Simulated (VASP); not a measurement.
ZnO:

```xyz
4
Lattice="3.7835 0.0000 0.0000 0.0000 3.7835 0.0000 0.0000 0.0000 3.8463" Properties=species:S:1:pos:R:3 pbc="T T T"
Zn    0.0000    0.0000    1.9232
Zn    1.8918    1.8918    1.9232
O     0.0000    1.8918    3.7547
O     1.8918    0.0000    0.0917
```

```yaml
Program: VASP 6.6.1
Task: relaxation of cell and atoms
Functional: PBE
Potentials_or_basis: VASP PAW PBE potentials, release 64 (Zn, O)
Cutoff: 600 eV
k_mesh: 4 × 4 × 4
Occupations: gaussian, width 0.1 eV
Spin: no spin polarisation
```

At the start: pressure -17.7 GPa; volume 13.77 Å³/atom.

**Question.** How do energy, volume and symmetry change on relaxing?

**Answer.** Over 22 steps the energy falls by 1389.2 meV/atom and the volume is 13.09 Å³/atom (-4.9 %); space group P4/nmm (No. 129, to 0.05 Å).

The path:
```csv
step,energy change (eV),largest force (eV/Å),pressure (GPa),volume (Å³)
1,0.0000,1.5740,-17.75,55.06
2,-3.5332,1.8347,-10.53,43.10
3,-4.1201,1.3882,0.53,39.19
4,-4.1485,1.2093,6.83,37.76
5,-4.1530,1.2515,5.21,38.10
6,-4.3468,1.3480,-0.27,39.50
7,-4.4862,1.1731,-7.23,42.07
8,-4.5631,1.1249,-7.15,42.24
9,-4.7741,0.9103,-6.53,42.77
10,-5.0604,0.3280,-3.78,43.83
11,-5.0970,0.4575,4.12,45.98
12,-5.1409,0.3072,1.67,45.29
13,-5.2770,0.3750,3.39,45.73
14,-5.4017,0.5876,8.44,46.54
15,-5.5044,0.2701,2.06,49.17
16,-5.5244,0.0310,-1.98,51.25
17,-5.5432,0.0097,-1.53,51.80
18,-5.5525,0.0609,-0.38,53.26
19,-5.5558,0.0365,-0.79,52.79
20,-5.5558,0.0340,-0.81,52.74
21,-5.5566,0.0416,0.30,52.19
22,-5.5567,0.0198,-0.01,52.35
```

Final structure:
```
Zn O
1.0
     3.85740    0.00000    0.00000
     0.00000    3.85740    0.00000
     0.00000    0.00000    3.51813
Zn O
2 2
Direct
  0.00000 0.00000 0.50000
  0.50000 0.50000 0.50000
  0.00000 0.50000 0.68516
  0.50000 0.00000 0.31484
```
